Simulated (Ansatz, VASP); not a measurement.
## Two plane-wave programs on MgS

```xyz
4
Lattice="4.0557 0.0000 0.0000 -2.0278 3.5123 0.0000 0.0000 0.0000 6.4875" Properties=species:S:1:pos:R:3 pbc="T T T"
Mg    2.0278    1.1708    3.2231
Mg    0.0000    2.3415    6.4669
S     0.0000    2.3415    2.4535
S     2.0278    1.1708    5.6973
```

Alike in both runs: task single point; functional HSE06; k mesh 6 × 6 × 4; occupations gaussian, width 0.02 eV; no spin polarisation.

```csv
,VASP,Ansatz
version,VASP 6.6.1,Ansatz 0.2.0
potentials or method,"VASP PAW PBE potentials, release 64 (Mg, S), cutoff 520 eV","scalar-relativistic, plane waves, PAW"
valence electrons in the cell,16,32
```

```csv
,VASP,Ansatz,Ansatz less VASP
gap on the k mesh at the Fermi level (eV),4.41,4.43,+0.017
least direct gap on the mesh (eV),4.41,4.43,+0.017
pressure (GPa),-1.2,-1.0,+0.17
rms of the force components (eV/Å),0.007,0.006,-0.0007
```

Atom by atom the forces differ by 0.001 eV/Å (rms over components). VASP's potentials hold 16 valence electrons a cell and Ansatz's 32, so a difference there can come from the potentials and not from the codes. Ansatz's warnings: stress exchange threshold loose, stress scf threshold loose.
